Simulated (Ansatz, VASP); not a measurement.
## One calculation of Ni, two programs

```
Ni
1.0
     0.00000    1.76795    1.75027
     1.76795    0.00000    1.75027
     1.76795    1.76795    0.00000
Ni
1
Direct
  0.00000 0.00000 0.00000
```

Change from the starting cell: zz strain of -1 %, PAW files.

Alike in both runs: task electric field gradients; functional PBE; k mesh 20 × 20 × 20; occupations fermi-dirac, width 0.05 eV; collinear spin.

|  | VASP | Ansatz |
| --- | --- | --- |
| version | VASP 6.6.1 | Ansatz 0.2.0 |
| potentials or method | VASP PAW PBE potentials, release 64 (Ni) | PAW with Ansatz's default frozen-core files, scalar-relativistic |
| plane-wave cutoff (eV) | 520 | 420 |
| valence electrons in the cell | 10 | 18 |

Ansatz gave:

| Item | Value |
| --- | --- |
| pressure (GPa) | -0.9 |
| traceless stress, the component that is largest in VASP (GPa) | 0.77 |
| net moment per atom (μB) | 0.64 |
| size of the moment on the site where the two differ most (μB) | 0.68 |
| size of Vzz on the site where it differs most (V/Å²) | 0.7 |

Which values does VASP return?

Pressure (GPa): -0.9; traceless stress, the component that is largest in VASP (GPa): 0.75; net moment per atom (μB): 0.63; size of the moment on the site where the two differ most (μB): 0.64; size of Vzz on the site where it differs most (V/Å²): 0.8.

Site moments also hang on the region over which each program counts them. VASP's potentials hold 10 valence electrons a cell and Ansatz's 18, so a difference there can come from the potentials and not from the codes.
